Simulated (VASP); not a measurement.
Here is a VASP 6.6.1 calculation.

Contents of INCAR:

```
SYSTEM = BAs
  PREC = Accurate
  ENCUT = 520
  EDIFF = 1E-6
  ISMEAR = -1
  SIGMA = 0.05
  LREAL = .False.
  LASPH = .True.
  NELM = 60
  ALGO = Normal
  ISIF = 2
  LWAVE = .False.
  LCHARG = .True.
  GGA = RE
  IVDW = 13
  LELF = .True.
  LVHAR = .True.
  NBANDS = 11
```

File KPOINTS:

```
Automatic mesh
0
Gamma
  10 10 10
  0 0 0
```

File POSCAR:

```
BAs
1.0
    0.0000000000      2.3643003116      2.3643003116
    2.3643003116      0.0000000000      2.3643003116
    2.3643003116      2.3643003116      0.0000000000
As B
1 1
Direct
    0.7500000000      0.7500000000      0.7500000000
    0.0000000000      0.0000000000      0.0000000000
```

Potentials or basis: VASP PAW PBE potentials, release 64 (As, B).

Run with:

```bash
$ cat potpaw_PBE.64/As/POTCAR potpaw_PBE.64/B/POTCAR > POTCAR
$ mpirun -np 1 vasp_std > vasp.out
```

(1) Predict the pressure.

(2) Predict the band gap on the k mesh.

(3) Estimate the dispersion energy per atom.

Answers

(1) 0.7 GPa.

(2) 1.16 eV, indirect (least direct gap 3.31 eV).

(3) -0.727 eV.

Caveat: the PAW data sets were made with another functional, which shifts forces and pressure a little.
